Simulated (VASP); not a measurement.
# Pd in VASP: further runs, part 2 of 2

VASP 6.6.1.

## (5) Relaxation of the atoms, LDA

Input file INCAR:

```
ALGO = Normal
DIPOL = 0.5 0.5 0.500
EDIFF = 1E-6
EDIFFG = -0.01
ENCUT = 520
GGA = CA
IBRION = 2
IDIPOL = 3
ISIF = 2
ISMEAR = -1
LASPH = T
LCHARG = F
LDIPOL = T
LREAL = F
LWAVE = F
NELM = 80
NSW = 60
PREC = Accurate
SIGMA = 0.05
```

Input file KPOINTS:

```
k-points
0
Gamma
  15 15 1
```

Input file POSCAR:

```
Pd
1.0
    2.7154616620      0.0000000000      0.0000000000
   -1.3577308310      2.3516587823      0.0000000000
    0.0000000000      0.0000000000     24.8687000000
Pd
5
Direct
    0.8333333330      0.1666666670      0.3216903046
    0.1666666670      0.8333333330      0.4108451521
    0.5000000000      0.5000000000      0.5000000000
    0.8333333330      0.1666666670      0.5891548479
    0.1666666670      0.8333333330      0.6783096954
```

Potentials or basis: VASP PAW LDA potentials, release 64 (Pd).

Launch:

```sh
$ cat potpaw_LDA.64/Pd/POTCAR > POTCAR
$ mpirun -np 1 vasp_std > vasp.out
```

OUTCAR:

```text
EDIFF = 1E-6
   EDIFFG = -0.01
   ENCUT = 520
   GGA = CA
   IBRION = 2
   ISIF = 2
   ISMEAR = -1
   LASPH = T
   LREAL = F
   NELM = 80
   NSW = 60
   PREC = Accurate

 ion  position               nearest neighbor table
   1  0.833  0.167  0.322-   2 2.72   2 2.72   2 2.72
   2  0.167  0.833  0.411-   1 2.72   1 2.72   1 2.72   3 2.72   3 2.72   3 2.72
   3  0.500  0.500  0.500-   2 2.72   4 2.72   2 2.72   4 2.72   2 2.72   4 2.72
   4  0.833  0.167  0.589-   5 2.72   5 2.72   5 2.72   3 2.72   3 2.72   3 2.72
   5  0.167  0.833  0.678-   4 2.72   4 2.72   4 2.72

  LATTYP: Found a hexagonal cell.
 ALAT       =     2.7154616620
 C/A-ratio  =     9.1581849039

  Lattice vectors:

 A1 = (   2.7154616620,   0.0000000000,   0.0000000000)
 A2 = (  -1.3577308310,   2.3516587823,   0.0000000000)
 A3 = (   0.0000000000,   0.0000000000,  24.8687000000)

Analysis of symmetry for initial positions (statically):
=====================================================================
 Subroutine PRICEL returns:
 Original cell was already a primitive cell.

 Routine SETGRP: Setting up the symmetry group for a
 hexagonal supercell.

 Subroutine GETGRP returns: Found 12 space group operations
 (whereof  4 operations were pure point group operations)
 out of a pool of 24 trial point group operations.

The static configuration has the point symmetry C_2h.
 The point group associated with its full space group is D_3d.

Analysis of symmetry for dynamics (positions and initial velocities):
=====================================================================
 Subroutine PRICEL returns:
 Original cell was already a primitive cell.

 Routine SETGRP: Setting up the symmetry group for a
 hexagonal supercell.

 Subroutine GETGRP returns: Found 12 space group operations
 (whereof  4 operations were pure point group operations)
 out of a pool of 24 trial point group operations.

The dynamic configuration has the point symmetry C_2h.
 The point group associated with its full space group is D_3d.

 Subroutine INISYM returns: Found 12 space group operations
 (whereof  4 operations are pure point group operations),
 and found     1 'primitive' translations

----------------------------------------------------------------------------------------

                                     Primitive cell

  volume of cell :     158.8075

  direct lattice vectors                    reciprocal lattice vectors
     2.715461662  0.000000000  0.000000000     0.368261506  0.212615879  0.000000000
    -1.357730831  2.351658782  0.000000000     0.000000000  0.425231759  0.000000000
     0.000000000  0.000000000 24.868700000     0.000000000  0.000000000  0.040211189

  length of vectors
     2.715461662  2.715461662 24.868700000     0.425231759  0.425231759  0.040211189

[... 85 lines left out ...]
   NELM   =     80;   NELMIN=  2; NELMDL= -5     # of ELM steps
   EDIFF  = 0.1E-05   stopping-criterion for ELM
   LREAL  =      F    real-space projection
   EDIFFG = -.1E-01   stopping-criterion for IOM
   NSW    =     60    number of steps for IOM
   IBRION =      2    ionic relax: 0-MD 1-quasi-New 2-CG
   NFREE  =      1    steps in history (QN), initial steepest desc. (CG)
   ISIF   =      2    stress and relaxation
   ISYM   =      2    0-nonsym 1-usesym 2-fastsym
   POTIM  = 0.5000    time-step for ionic-motion
   TEBEG  =    0.0;   TEEND  =   0.0 temperature during run
   PSTRESS=    0.0 pullay stress
   NELECT =      50.0000    total number of electrons
   NUPDOWN=      -1.0000    fix difference up-down
   EMIN   =  10.00;   EMAX   =-10.00  energy-range for DOS
   EFERMI =   0.00;   METHOD = LEGACY
   ISMEAR =    -1;   SIGMA  =   0.05  broadening in eV -4-tet -1-fermi 0-gaus
   EFERMI_NEDOS =   21; number of points for ismear=-14 and -15
   IALGO  =     38    algorithm
   IMIX   =      4    mixing-type and parameters
     AMIX     =   0.40;   BMIX     =  1.00
     AMIX_MAG =   1.60;   BMIX_MAG =  1.00
  volume/ion in A,a.u.               =      31.76       214.34
  Fermi-wavevector in a.u.,A,eV,Ry     =   1.113716  2.104618 16.876169  1.240363
  Thomas-Fermi vector in A             =   2.250304
   LORBIT       =      0    0 simple, 1 ext, 2 COOP (PROOUT), +10 PAW based schemes
   GGA     = CA    functional components
   LHFCALC =     F    Hartree Fock is set to
   AEXX    =    0.0000 exact exchange contribution
   IVDW    =     0    specifies the selected vdW correction
   LEPSILON=     F    determine dielectric tensor
   LRPA    =     F    only Hartree local field effects (RPA)
 conjugate gradient relaxation of ions
 non-spin polarized calculation
  energy-cutoff  :      520.00
  volume of cell :      158.81
 maximum number of plane-waves:      4323
   NGX = 11   NGY = 11   NGZ = 93

--------------------------------------- Ionic step        1  -------------------------------------------

 number of electron      49.9999995 magnetization

 Free energy of the ion-electron system (eV)
  ---------------------------------------------------
  ext. energy  EPLUGINS =         0.00000000
  ---------------------------------------------------
  free energy    TOTEN  =       -31.03691255 eV

  energy without entropy =      -30.93757752  energy(sigma->0) =      -30.98724503

------------------------ aborting loop because EDIFF is reached ----------------------------------------

  FORCE on cell =-STRESS in cart. coord.  units (eV):
  Direction    XX          YY          ZZ          XY          YZ          ZX
  --------------------------------------------------------------------------------------
  -------------------------------------------------------------------------------------
  Total       -2.6441952     -2.6441952     -0.2101202      0.0000000      0.0000000      0.0000000
  in kB      -26.6767567    -26.6767567     -2.1198611      0.0000000      0.0000000      0.0000000
  external PRESSURE =     -18.4911249 kB  Pullay stress =       0.0000000 kB
[... 143 lines left out ...]
--------------------------------------- Ionic step        5  -------------------------------------------

 number of electron      49.9999999 magnetization

 dipolmoment           0.000000      0.000000     -0.000000 electrons x Angstroem

------------------------ aborting loop because EDIFF is reached ----------------------------------------

  FORCE on cell =-STRESS in cart. coord.  units (eV):
  Direction    XX          YY          ZZ          XY          YZ          ZX
  --------------------------------------------------------------------------------------
  -------------------------------------------------------------------------------------
  Total       -2.5912539     -2.5912539     -0.1330092     -0.0000000      0.0000000     -0.0000000
  in kB      -26.1426423    -26.1426423     -1.3419030     -0.0000000      0.0000000     -0.0000000
  external PRESSURE =     -17.8757292 kB  Pullay stress =       0.0000000 kB
[... 26 lines left out ...]
--------------------------------------- Ionic step        6  -------------------------------------------

 number of electron      50.0000003 magnetization

 dipolmoment           0.000000      0.000000      0.000000 electrons x Angstroem

 Free energy of the ion-electron system (eV)
  ---------------------------------------------------
  ext. energy  EPLUGINS =         0.00000000
  ---------------------------------------------------
  free energy    TOTEN  =       -31.03744155 eV

  energy without entropy =      -30.93846547  energy(sigma->0) =      -30.98795351

 E-fermi :   1.4760     XC(G=0):  -6.8525

 val. band max:        1.4751538362   @ k =   0.3333   0.1333   0.0000
 cond. band min:       1.4774775876   @ k =   0.2000   0.0000   0.0000
 fundamental gap:      0.0023237514
 Fermi energy:         1.4759856761

 k-point     1 :       0.0000    0.0000    0.0000
  band No.  band energies     occupation
      1      -5.7699      2.00000
      2      -4.8913      2.00000
      3      -4.2204      2.00000
      4      -3.8998      2.00000
      5      -3.8254      2.00000
      6      -1.6550      2.00000
[... 781 lines left out ...]
     29       7.0826      0.00000
     30       7.4765      0.00000

 [... further k-points ...]

------------------------ aborting loop because EDIFF is reached ----------------------------------------

 vacuum level on the upper side and lower side of the slab       (xc-potential included)        -0.010        -0.010

  FORCE on cell =-STRESS in cart. coord.  units (eV):
  Direction    XX          YY          ZZ          XY          YZ          ZX
  --------------------------------------------------------------------------------------
  -------------------------------------------------------------------------------------
  Total       -2.4981033     -2.4981033      0.0367575      0.0000000     -0.0000000      0.0000000
  in kB      -25.2028647    -25.2028647      0.3708395      0.0000000     -0.0000000      0.0000000
  external PRESSURE =     -16.6782966 kB  Pullay stress =       0.0000000 kB
[... 20 lines left out ...]
  FREE ENERGIE OF THE ION-ELECTRON SYSTEM (eV)
  ---------------------------------------------------
  free  energy   TOTEN  =       -31.0374415501 eV

  energy  without entropy=      -30.9384654732  energy(sigma->0) =      -30.98795351

 reached required accuracy - stopping structural energy minimisation

 vacuum level on the upper side and lower side of the slab         7.097         7.097
```

OSZICAR:

```text
N       E                     dE             d eps       ncg     rms          rms(c)
DAV:   1     0.339217225940E+03    0.33922E+03   -0.24267E+04  1620   0.149E+03
DAV:   2    -0.171375283970E+02   -0.35635E+03   -0.33709E+03  1854   0.324E+02
DAV:   3    -0.319992478447E+02   -0.14862E+02   -0.13833E+02  2002   0.617E+01
[... 66 lines left out ...]
DAV:   4    -0.310375369313E+02    0.78334E-04   -0.59076E-04  1752   0.207E-01    0.954E-02
DAV:   5    -0.310374728398E+02    0.64092E-04   -0.31193E-04  1704   0.163E-01    0.580E-02
DAV:   6    -0.310374489536E+02    0.23886E-04   -0.18573E-04  1796   0.104E-01    0.303E-02
DAV:   7    -0.310374421381E+02    0.68155E-05   -0.30385E-05  1746   0.560E-02    0.734E-03
DAV:   8    -0.310374415501E+02    0.58802E-06   -0.20779E-06   890   0.109E-02
   6 F= -.31037442E+02 E0= -.30987954E+02  d E =-.179970E-03
```

It took 13 min on 1 thread of Oxide Virtual Turin-like, shared host; peak memory 0.23 GiB.

Results:

```
Free energy                  : -31.0374 eV
Energy gained by relaxing    : 0.1 meV/atom
Ionic steps                  : 6
Largest force after relaxing : 0.006 eV/Å
Band gap on the k mesh       : zero (bands 25 and 26 overlap by 1.02 eV)
```

Forces in eV/Å, atoms in the order of the input:
```
Pd   0.000  0.000 -0.006
Pd   0.000  0.000 -0.003
Pd   0.000  0.000  0.000
Pd   0.000  0.000  0.003
Pd   0.000  0.000  0.006
```

Step by step:
| step | energy change (eV) | largest force (eV/Å) | pressure (GPa) |
| --- | --- | --- | --- |
| 1 | 0.0000 | 0.0676 | -1.85 |
| 2 | -0.0003 | 0.0265 | -1.86 |
| 3 | -0.0003 | 0.0218 | -1.87 |
| 4 | -0.0004 | 0.0197 | -1.85 |
| 5 | -0.0005 | 0.0110 | -1.79 |
| 6 | -0.0005 | 0.0059 | -1.67 |

Final structure:
```yaml
crystal:
  lattice:
    - [2.71546, 0.00000, 0.00000]
    - [-1.35773, 2.35166, 0.00000]
    - [0.00000, 0.00000, 24.86870]
  atoms:
    - { symbol: Pd, position: [0.83333, 0.16667, 0.32208] }
    - { symbol: Pd, position: [0.16667, 0.83333, 0.41129] }
    - { symbol: Pd, position: [0.50000, 0.50000, 0.50000] }
    - { symbol: Pd, position: [0.83333, 0.16667, 0.58871] }
    - { symbol: Pd, position: [0.16667, 0.83333, 0.67792] }
```

Levels at points of the mesh, in eV from the Fermi level:
```tsv
k point	band 23	band 24	band 25	band 26	band 27	band 28
(0.00, 0.00, 0.00)	-1.20	-0.82	-0.82	-0.31	-0.31	-0.05
```

## (6) Overview

```csv
task,cell,dipole correction,gap on the mesh (eV),largest force (eV/Å)
single point,"as given, atomic positions A",yes,none,0.01
single point,"as given, atomic positions A",no,none,0.01
relaxation of the atoms,"atoms relaxed, atomic positions B",yes,none,0.01
```

Alike in all rows: level LDA; potentials or basis VASP PAW LDA potentials, release 64 (Pd); no spin polarisation; k mesh 15 × 15 × 1; cutoff (eV) 520; smearing fermi-dirac 0.05 eV.

Total energies depend on the potentials used, so only differences within one code and one set of settings carry meaning.
